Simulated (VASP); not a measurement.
Here is a VASP 6.6.1 calculation.

File INCAR:

```
SYSTEM = Bi
PREC = Accurate
ENCUT = 520
EDIFF = 1E-7
ISMEAR = -1
SIGMA = 0.05
LREAL = .False.
LASPH = .True.
NELM = 100
ALGO = Normal
ISIF = 2
LWAVE = .False.
LCHARG = .True.
LDIPOL = .True.
IDIPOL = 3
DIPOL = 0.5 0.5 0.500
GGA = PS
LELF = .True.
LVHAR = .True.
LVACPOTAV = .True.
NBANDS = 38
```

The input KPOINTS:

```
regular mesh
0
Gamma
  11 11 1
  0 0 0
```

The input POSCAR:

```
Bi
1.0
    3.4905818625      0.0000000000      0.0000000000
    0.0000000000      3.4905818625      0.0000000000
    0.0000000000      0.0000000000     23.4046000000
Bi
4
Direct
    0.2500000000      0.2500000000      0.3418122438
    0.7500000000      0.7500000000      0.4472707475
    0.2500000000      0.2500000000      0.5527292518
    0.7500000000      0.7500000000      0.6581877562
```

Potentials or basis: VASP PAW PBE potentials, release 64 (Bi_d).

The run is started by

```bash
$ cat potpaw_PBE.64/Bi_d/POTCAR > POTCAR
$ mpirun -np 1 vasp_std > vasp.out
```

Task: Estimate the largest force.

Result: 0.414 eV/Å.

Task: Predict the band gap on the k mesh.

Result: Zero (bands 30 and 31 overlap by 3.00 eV).

Forces in eV/Å, atoms in the order of the input:
```
Bi   0.000  0.000  0.257
Bi   0.000  0.000 -0.414
Bi   0.000  0.000  0.414
Bi   0.000  0.000 -0.257
```

Caveat: the PAW data sets were made with another functional, which shifts forces and pressure a little; spin-orbit coupling is left out, which moves the levels of the heavy elements.
